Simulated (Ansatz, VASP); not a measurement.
# NaMo: VASP beside Ansatz

```
CELL_PARAMETERS angstrom
3.04739 0.00000 0.00000
0.00000 3.04739 0.00000
0.00000 0.00000 3.99426
ATOMIC_POSITIONS crystal
Na 0.50000 0.50000 0.50000
Mo 0.00000 0.00000 0.00000
```

Alike in both runs: task single point; functional PBE; k mesh 6 × 6 × 4; occupations gaussian, width 0.1 eV; no spin polarisation.

|  | VASP | Ansatz |
| --- | --- | --- |
| version | VASP 6.6.1 | Ansatz 0.2.0 |
| potentials or method | VASP PAW PBE potentials, release 64 (Na_pv, Mo_sv), cutoff 520 eV | scalar-relativistic, plane waves, PAW |
| valence electrons in the cell | 21 | 23 |

VASP gave:

* gap on the k mesh at the Fermi level (eV): none
* pressure (GPa): -1.6
* traceless stress, the component that is largest in VASP (GPa): 14.78

**Question.** Which values does Ansatz return?

**Answer.** gap on the k mesh at the Fermi level (eV): none; pressure (GPa): -1.8; traceless stress, the component that is largest in VASP (GPa): 14.78.

A gap of «none» marks a metal or a gap that the smearing closes. VASP's potentials hold 21 valence electrons a cell and Ansatz's 23, so a difference there can come from the potentials and not from the codes.

The k mesh is coarse, so the values compare programs but aren't converged.
